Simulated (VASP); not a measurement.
# SiC in VASP: notebook

SiC is run at these levels: PBE; tasks: single point.

All numbers are computed with VASP 6.6.1; they aren't measurements. Logs are shortened: lines on timing, memory, paths and dates and some standing lists are left out, and cuts for length are marked.

## 1. The cell of the first run

The typed cell holds 4 atoms: a = 3.091 Å, b = 3.091 Å, c = 5.073 Å, α = 90.00°, β = 90.00°, γ = 119.98°.

## 2. Single point, PBE

Input file INCAR:

```
SYSTEM = SiC
PREC     = Accurate       ! precision mode
ENCUT    = 520            ! plane-wave cutoff, eV
EDIFF    = 1E-7           ! SCF threshold, eV
ISMEAR   = 0              ! smearing method
SIGMA    = 0.1            ! smearing width, eV
LREAL    = .FALSE.        ! projectors in reciprocal space
LASPH    = .TRUE.         ! aspherical terms in the spheres
NELM     = 60             ! most SCF steps
ALGO     = Normal         ! electronic algorithm
ISIF     = 2              ! what is computed and relaxed
LWAVE    = .FALSE.        ! write WAVECAR
LCHARG   = .FALSE.        ! write CHGCAR
GGA      = PE             ! functional
NBANDS   = 16             ! bands
```

Input file KPOINTS:

```
Automatic mesh
0
G
  6 6 4
  0 0 0
```

Input file POSCAR:

```
SiC
1.0
    1.5461051616     -2.6768991983      0.0000000000
    1.5461051616      2.6768991983      0.0000000000
    0.0000000000      0.0000000000      5.0726468946
Si C
2 2
Direct
    0.3333099087      0.6666900913      0.0045346401
    0.6666900913      0.3333099087      0.5045346401
    0.3333315093      0.6666684907      0.3804653499
    0.6666684907      0.3333315093      0.8804653499
```

Potentials or basis: VASP PAW PBE potentials, release 64 (Si, C).

Launch:

```sh
cat potpaw_PBE.64/Si/POTCAR potpaw_PBE.64/C/POTCAR > POTCAR
mpirun -np 1 vasp_std > vasp.out
```

OUTCAR:

```text
SYSTEM = SiC
   PREC = Accurate
   ENCUT = 520
   EDIFF = 1E-7
   ISMEAR = 0
   LREAL = .FALSE.
   LASPH = .TRUE.
   NELM = 60
   ISIF = 2
   GGA = PE

 ion  position               nearest neighbor table
   1  0.333  0.667  0.005-   4 1.89   4 1.89   4 1.89   3 1.91   2 3.10   2 3.10   2 3.10   2 3.10
                             2 3.10   2 3.10
   2  0.667  0.333  0.505-   3 1.89   3 1.89   3 1.89   4 1.91   1 3.10   1 3.10   1 3.10   1 3.10
                             1 3.10   1 3.10
   3  0.333  0.667  0.380-   2 1.89   2 1.89   2 1.89   1 1.91
   4  0.667  0.333  0.880-   1 1.89   1 1.89   1 1.89   2 1.91

  LATTYP: Found a base centered orthorhombic cell.
 ALAT       =     3.0922103232
 B/A-ratio  =     1.7313823566
 C/A-ratio  =     1.6404598538

  Lattice vectors:

 A1 = (   1.5461051616,  -2.6768991983,   0.0000000000)
 A2 = (   1.5461051616,   2.6768991983,   0.0000000000)
 A3 = (   0.0000000000,   0.0000000000,   5.0726468946)

Analysis of symmetry for initial positions (statically):
=====================================================================
 Subroutine PRICEL returns:
 Original cell was already a primitive cell.

 Routine SETGRP: Setting up the symmetry group for a
 base centered orthorhombic supercell.

 Subroutine GETGRP returns: Found  4 space group operations
 (whereof  2 operations were pure point group operations)
 out of a pool of  8 trial point group operations.

The static configuration has the point symmetry C_1h.
 The point group associated with its full space group is C_2v.

Analysis of symmetry for dynamics (positions and initial velocities):
=====================================================================
 Subroutine PRICEL returns:
 Original cell was already a primitive cell.

 Routine SETGRP: Setting up the symmetry group for a
 base centered orthorhombic supercell.

 Subroutine GETGRP returns: Found  4 space group operations
 (whereof  2 operations were pure point group operations)
 out of a pool of  8 trial point group operations.

The dynamic configuration has the point symmetry C_1h.
 The point group associated with its full space group is C_2v.

 Subroutine INISYM returns: Found  4 space group operations
 (whereof  2 operations are pure point group operations),
 and found     1 'primitive' translations

----------------------------------------------------------------------------------------

                                     Primitive cell

  volume of cell :      41.9890

  direct lattice vectors                    reciprocal lattice vectors
     1.546105162 -2.676899198  0.000000000     0.323393267 -0.186783275  0.000000000
     1.546105162  2.676899198  0.000000000     0.323393267  0.186783275  0.000000000
     0.000000000  0.000000000  5.072646895     0.000000000  0.000000000  0.197135740

  length of vectors
     3.091315333  3.091315333  5.072646895     0.373458428  0.373458428  0.197135740

  position of ions in fractional coordinates (direct lattice)
     0.333309909  0.666690091  0.004534640
     0.666690091  0.333309909  0.504534640
     0.333331509  0.666668491  0.380465350
     0.666668491  0.333331509  0.880465350

  ion indices of the primitive-cell ions
   primitive index   ion index
                 1           1
                 2           2
                 3           3
                 4           4

----------------------------------------------------------------------------------------

 KPOINTS: Automatic mesh

Automatic generation of k-mesh.
 Grid dimensions read from file:
 generate k-points for:    6    6    4

 Generating k-lattice:

  Cartesian coordinates                     Fractional coordinates (reciprocal lattice)
     0.053898878 -0.031130546  0.000000000     0.166666667 -0.000000000  0.000000000
     0.053898878  0.031130546  0.000000000    -0.000000000  0.166666667  0.000000000
     0.000000000  0.000000000  0.049283935     0.000000000  0.000000000  0.250000000

  Length of vectors
     0.062243071  0.062243071  0.049283935

  Shift w.r.t. Gamma in fractional coordinates (k-lattice)
     0.000000000  0.000000000  0.000000000

 Subroutine IBZKPT returns following result:
 ===========================================

 Found     39 irreducible k-points:

 Following reciprocal coordinates:
            Coordinates               Weight
  0.000000  0.000000  0.000000      1.000000
  0.166667  0.000000  0.000000      4.000000
  0.333333 -0.000000  0.000000      4.000000
  0.500000  0.000000  0.000000      2.000000
  0.166667  0.166667  0.000000      2.000000
  0.333333  0.166667  0.000000      4.000000
[... 16 lines left out ...]
  0.333333  0.333333  0.250000      4.000000
  0.500000  0.333333  0.250000      8.000000
 [... further k-points ...]
   k-points           NKPTS =     39   k-points in BZ     NKDIM =     39   number of bands    NBANDS=     16
   number of dos      NEDOS =    301   number of ions     NIONS =      4
   total plane-waves  NPLWV =  23040
   dimension x,y,z NGX =    24 NGY =   24 NGZ =   40
   dimension x,y,z NGXF=    48 NGYF=   48 NGZF=   80
   ions per type =               2   2
   NGX,Y,Z   is equivalent  to a cutoff of  12.91, 12.91, 13.11 a.u.
   NGXF,Y,Z  is equivalent  to a cutoff of  25.81, 25.81, 26.22 a.u.
 SYSTEM =  SiC
   PREC   = accura    normal or accurate (medium, high low for compatibility)
   ISTART =      0    job   : 0-new  1-cont  2-samecut
   ICHARG =      2    charge: 1-file 2-atom 10-const
   ISPIN  =      1    spin polarized calculation?
   LNONCOLLINEAR =      F non collinear calculations
   LSORBIT =      F    spin-orbit coupling
   LASPH  =      T    aspherical Exc in radial PAW
   ENCUT  =  520.0 eV  38.22 Ry    6.18 a.u.   5.75  5.75  9.43*2*pi/ulx,y,z
   NELM   =     60;   NELMIN=  2; NELMDL= -5     # of ELM steps
   EDIFF  = 0.1E-06   stopping-criterion for ELM
   LREAL  =      F    real-space projection
   EDIFFG = 0.1E-05   stopping-criterion for IOM
   NSW    =      0    number of steps for IOM
   IBRION =     -1    ionic relax: 0-MD 1-quasi-New 2-CG
   NFREE  =      0    steps in history (QN), initial steepest desc. (CG)
   ISIF   =      2    stress and relaxation
   ISYM   =      2    0-nonsym 1-usesym 2-fastsym
   POTIM  = 0.5000    time-step for ionic-motion
   TEBEG  =    0.0;   TEEND  =   0.0 temperature during run
   PSTRESS=    0.0 pullay stress
   NELECT =      16.0000    total number of electrons
   NUPDOWN=      -1.0000    fix difference up-down
   EMIN   =  10.00;   EMAX   =-10.00  energy-range for DOS
   EFERMI =   0.00;   METHOD = LEGACY
   ISMEAR =     0;   SIGMA  =   0.10  broadening in eV -4-tet -1-fermi 0-gaus
   EFERMI_NEDOS =   21; number of points for ismear=-14 and -15
   IALGO  =     38    algorithm
   IMIX   =      4    mixing-type and parameters
     AMIX     =   0.40;   BMIX     =  1.00
     AMIX_MAG =   1.60;   BMIX_MAG =  1.00
  volume/ion in A,a.u.               =      10.50        70.84
  Fermi-wavevector in a.u.,A,eV,Ry     =   1.186869  2.242858 19.165969  1.408659
  Thomas-Fermi vector in A             =   2.323033
   LORBIT       =      0    0 simple, 1 ext, 2 COOP (PROOUT), +10 PAW based schemes
   GGA     = PE    functional components
   LHFCALC =     F    Hartree Fock is set to
   AEXX    =    0.0000 exact exchange contribution
   IVDW    =     0    specifies the selected vdW correction
   LEPSILON=     F    determine dielectric tensor
   LRPA    =     F    only Hartree local field effects (RPA)
 non-spin polarized calculation
 Gauss-broadening in eV      SIGMA  =   0.10
  energy-cutoff  :      520.00
  volume of cell :       41.99
 maximum number of plane-waves:      1170
   NGX = 11   NGY = 11   NGZ = 19

 number of electron      16.0000000 magnetization

 Free energy of the ion-electron system (eV)
  ---------------------------------------------------
  ext. energy  EPLUGINS =         0.00000000
  ---------------------------------------------------
  free energy    TOTEN  =       -30.09983305 eV

  energy without entropy =      -30.09983305  energy(sigma->0) =      -30.09983305

 E-fermi :   8.5650     XC(G=0): -11.2839

 val. band max:        8.0939695069   @ k =   0.0000   0.0000   0.0000
 cond. band min:      10.3957998604   @ k =   0.3333   0.3333   0.0000
 fundamental gap:      2.3018303535
 Fermi energy:         8.5649960536

 k-point     1 :       0.0000    0.0000    0.0000
  band No.  band energies     occupation
      1      -7.3576      2.00000
      2      -3.8448      2.00000
      3      -0.5178      2.00000
      4       6.7796      2.00000
      5       6.7833      2.00000
      6       7.9870      2.00000
[... 8 lines left out ...]
     15      16.9433      0.00000
     16      19.3143      0.00000

 k-point     2 :       0.1667    0.0000    0.0000
  band No.  band energies     occupation
      1      -6.8845      2.00000
      2      -3.4470      2.00000
      3      -0.0909      2.00000
      4       4.6244      2.00000
      5       6.1039      2.00000
      6       6.5140      2.00000
[... 8 lines left out ...]
     15      17.5732      0.00000
     16      17.9132      0.00000

 k-point     3 :       0.3333   -0.0000    0.0000
  band No.  band energies     occupation
      1      -5.5335      2.00000
      2      -2.5039      2.00000
      3       0.6918      2.00000
      4       1.9526      2.00000
      5       3.7380      2.00000
      6       5.1692      2.00000
[... 8 lines left out ...]
     15      18.8952      0.00000
     16      19.9784      0.00000

 k-point     4 :       0.5000    0.0000    0.0000
  band No.  band energies     occupation
      1      -4.0859      2.00000
      2      -2.6281      2.00000
      3       0.3658      2.00000
      4       1.8381      2.00000
      5       2.7161      2.00000
      6       4.8032      2.00000
[... 8 lines left out ...]
     15      18.3085      0.00000
     16      20.5073      0.00000

 k-point     5 :       0.1667    0.1667    0.0000
  band No.  band energies     occupation
      1      -5.9674      2.00000
      2      -2.7489      2.00000
      3       0.6378      2.00000
      4       2.8593      2.00000
      5       3.9873      2.00000
      6       5.2794      2.00000
[... 8 lines left out ...]
     15      18.3179      0.00000
     16      18.7651      0.00000

 k-point     6 :       0.3333    0.1667    0.0000
  band No.  band energies     occupation
      1      -4.3403      2.00000
      2      -2.2705      2.00000
      3       0.6680      2.00000
      4       2.2760      2.00000
      5       2.7586      2.00000
      6       3.4694      2.00000
[... 8 lines left out ...]
     15      18.8252      0.00000
     16      19.6404      0.00000
[... 267 lines left out ...]
 k-point    21 :      -0.3333    0.1667    0.2500
  band No.  band energies     occupation
      1      -5.6774      2.00000
      2      -3.6035      2.00000
      3       1.5367      2.00000
      4       3.5123      2.00000
      5       3.7811      2.00000
      6       4.8637      2.00000
[... 8 lines left out ...]
     15      18.0958      0.00000
     16      18.9207      0.00000

 k-point    22 :      -0.1667    0.1667    0.2500
  band No.  band energies     occupation
      1      -6.5865      2.00000
      2      -4.4079      2.00000
      3       1.2999      2.00000
      4       4.8980      2.00000
      5       5.7112      2.00000
      6       6.2995      2.00000
[... 8 lines left out ...]
     15      17.5062      0.00000
     16      18.6056      0.00000

 k-point    23 :       0.3333    0.3333    0.2500
  band No.  band energies     occupation
      1      -2.7937      2.00000
      2      -2.7920      2.00000
      3       0.9892      2.00000
      4       0.9911      2.00000
      5       1.7264      2.00000
      6       3.6447      2.00000
[... 8 lines left out ...]
     15      20.0345      0.00000
     16      20.4720      0.00000

 k-point    24 :       0.5000    0.3333    0.2500
  band No.  band energies     occupation
      1      -4.0832      2.00000
      2      -2.5803      2.00000
      3       0.2912      2.00000
      4       1.6931      2.00000
      5       3.2757      2.00000
      6       4.2115      2.00000
[... 8 lines left out ...]
     15      19.4720      0.00000
     16      20.1129      0.00000

 [... further k-points ...]
[... 5 lines left out ...]
  --------------------------------------------------------------------------------------
  -------------------------------------------------------------------------------------
  Total        0.0040549      0.0462860      0.0053771      0.0000000      0.0000000      0.0000000
  in kB        0.1547215      1.7661360      0.2051755      0.0000000      0.0000000      0.0000000
  external PRESSURE =       0.7086777 kB  Pullay stress =       0.0000000 kB

 VOLUME and BASIS-vectors are now :
 -----------------------------------------------------------------------------
  energy-cutoff  :      520.00
  volume of cell :       41.99
      direct lattice vectors                 reciprocal lattice vectors
     1.546105162 -2.676899198  0.000000000     0.323393267 -0.186783275  0.000000000
     1.546105162  2.676899198  0.000000000     0.323393267  0.186783275  0.000000000
     0.000000000  0.000000000  5.072646895     0.000000000  0.000000000  0.197135740

 POSITION                                       TOTAL-FORCE (eV/Angst)
 -----------------------------------------------------------------------------------
      1.54611      0.89243      0.02300         0.000000      0.000112     -0.000574
      1.54611     -0.89243      2.55933         0.000000     -0.000112     -0.000574
      1.54611      0.89231      1.92997         0.000000      0.001423      0.000574
      1.54611     -0.89231      4.46629         0.000000     -0.001423      0.000574
 -----------------------------------------------------------------------------------
    total drift:                               -0.000000      0.000000     -0.000093

  FREE ENERGIE OF THE ION-ELECTRON SYSTEM (eV)
  ---------------------------------------------------
  free  energy   TOTEN  =       -30.0998330545 eV

  energy  without entropy=      -30.0998330545  energy(sigma->0) =      -30.09983305
```

Wall time 20 s (1 thread of Intel Xeon Platinum 8488C (Sapphire Rapids), shared host); peak memory 0.15 GiB.

What came out:

| Property | Result |
| --- | --- |
| Free energy | -30.0998 eV |
| Pressure | 0.1 GPa |
| Band gap on the k mesh | 2.30 eV, indirect (least direct gap 3.94 eV) |

A k mesh can miss the band edges. Expect the measured gap to be larger: semilocal functionals such as PBE lack the derivative discontinuity.

## 3. Single point, PBE (volume scaled by 0.88, then relaxed in part)

Input file INCAR:

```
SYSTEM = SiC
PREC     = Accurate       ! precision mode
ENCUT    = 520            ! plane-wave cutoff, eV
EDIFF    = 1E-6           ! SCF threshold, eV
ISMEAR   = 0              ! smearing method
SIGMA    = 0.02           ! smearing width, eV
LREAL    = .FALSE.        ! projectors in reciprocal space
LASPH    = .TRUE.         ! aspherical terms in the spheres
NELM     = 60             ! most SCF steps
ALGO     = Normal         ! electronic algorithm
ISIF     = 2              ! what is computed and relaxed
LWAVE    = .FALSE.        ! write WAVECAR
LCHARG   = .TRUE.         ! write CHGCAR
GGA      = PE             ! functional
LELF     = .TRUE.         ! ELF
LVHAR    = .TRUE.       
NBANDS   = 16             ! bands
```

Input file KPOINTS:

```
Automatic mesh
0
G
  12 12 6
  0 0 0
```

Input file POSCAR:

```
SiC
1.0
    2.9641338832      0.0000000000      0.0000000000
   -1.4820669416      2.5670152431      0.0000000000
    0.0000000000      0.0000000000      4.8584999660
Si C
2 2
Direct
    0.6666666667      0.3333333333      0.5045621671
    0.3333333333      0.6666666667      0.0045621671
    0.6666666667      0.3333333333      0.8804378229
    0.3333333333      0.6666666667      0.3804378229
```

Potentials or basis: VASP PAW PBE potentials, release 64 (Si, C).

Launch:

```sh
cat potpaw_PBE.64/Si/POTCAR potpaw_PBE.64/C/POTCAR > POTCAR
mpirun -np 1 vasp_std > vasp.out
```

Run time: 22 s. Hardware: 1 thread of Intel Xeon Platinum 8488C (Sapphire Rapids), shared host; peak memory 0.16 GiB.

Results (log left out):

| Item | Value |
| --- | --- |
| Free energy | -29.6151 eV |
| Pressure | 34.8 GPa |
| Largest force | 0.006 eV/Å |
| Band gap on the k mesh | 2.07 eV, indirect (least direct gap 4.18 eV) |

Forces in eV/Å, atoms in the order of the input:
```
Si   0.000  0.000  0.006
Si   0.000  0.000  0.006
C    0.000  0.000 -0.006
C    0.000  0.000 -0.006
```

Levels at points of the mesh, in eV from the valence-band top:
| k point | band 4 | band 5 | band 6 | band 7 | band 8 | band 9 | band 10 | band 11 | band 12 | band 13 |
| --- | --- | --- | --- | --- | --- | --- | --- | --- | --- | --- |
| (0.00, 0.00, 0.00) | -1.37 | -1.37 | -0.10 | 0.00 | 0.00 | 5.76 | 7.36 | 7.36 | 7.40 | 8.78 |
| (0.50, 0.00, 0.00) | -6.56 | -5.83 | -3.61 | -3.55 | -1.22 | 2.96 | 4.34 | 7.58 | 7.75 | 10.92 |
| (0.00, 0.00, 0.50) | -4.65 | -0.74 | -0.74 | -0.74 | -0.74 | 6.86 | 6.86 | 7.97 | 7.97 | 7.97 |
| (0.50, 0.00, 0.50) | -8.80 | -2.60 | -2.60 | -2.43 | -2.43 | 3.52 | 3.52 | 5.77 | 5.77 | 11.20 |

 A k mesh can miss the band edges.

## 4. Single point, PBE (volume scaled by 0.91, then relaxed in part)

Input file INCAR:

```
PREC = Accurate
ENCUT = 520
EDIFF = 1E-6
ISMEAR = 0
SIGMA = 0.02
LREAL = False
LASPH = True
NELM = 80
ALGO = Normal
ISIF = 2
LWAVE = False
LCHARG = False
GGA = PE
NBANDS = 16
```

Input file KPOINTS:

```
Automatic mesh
0
Gamma
  12 12 6
```

Input file POSCAR:

```
SiC
1.0
    2.9971335312      0.0000000000      0.0000000000
   -1.4985667656      2.5955937765      0.0000000000
    0.0000000000      0.0000000000      4.9141043107
Si C
2 2
Direct
    0.6666666667      0.3333333333      0.5045768736
    0.3333333333      0.6666666667      0.0045768736
    0.6666666667      0.3333333333      0.8804231164
    0.3333333333      0.6666666667      0.3804231164
```

Launch:

```sh
cat potpaw_PBE.64/Si/POTCAR potpaw_PBE.64/C/POTCAR > POTCAR
mpirun -np 1 vasp_std > vasp.out
```

It took 24 s on 1 thread of Intel Xeon Platinum 8488C (Sapphire Rapids), shared host; peak memory 0.17 GiB.

Results (log left out):

```yaml
Free_energy: -29.8462 eV
Pressure: 24.1 GPa
Largest_force: 0.004 eV/Å
Band_gap_on_the_k_mesh: 2.13 eV, indirect (least direct gap 4.12 eV)
```

Forces on the atoms (eV/Å):
```
Si   0.000  0.000  0.004
Si   0.000  0.000  0.004
C    0.000  0.000 -0.004
C    0.000  0.000 -0.004
```

Levels at points of the mesh, in eV from the valence-band top:
| k point | band 4 | band 5 | band 6 | band 7 | band 8 | band 9 | band 10 | band 11 | band 12 | band 13 |
| --- | --- | --- | --- | --- | --- | --- | --- | --- | --- | --- |
| (0.00, 0.00, 0.00) | -1.36 | -1.36 | -0.11 | 0.00 | 0.00 | 5.47 | 7.05 | 7.14 | 7.14 | 8.46 |
| (0.50, 0.00, 0.00) | -6.48 | -5.71 | -3.51 | -3.48 | -1.21 | 2.90 | 4.31 | 7.44 | 7.49 | 10.71 |
| (0.00, 0.00, 0.50) | -4.59 | -0.73 | -0.73 | -0.73 | -0.73 | 6.57 | 6.57 | 7.78 | 7.78 | 7.78 |
| (0.50, 0.00, 0.50) | -8.64 | -2.55 | -2.55 | -2.40 | -2.40 | 3.45 | 3.45 | 5.61 | 5.61 | 10.95 |

[end of part 1 of 2]
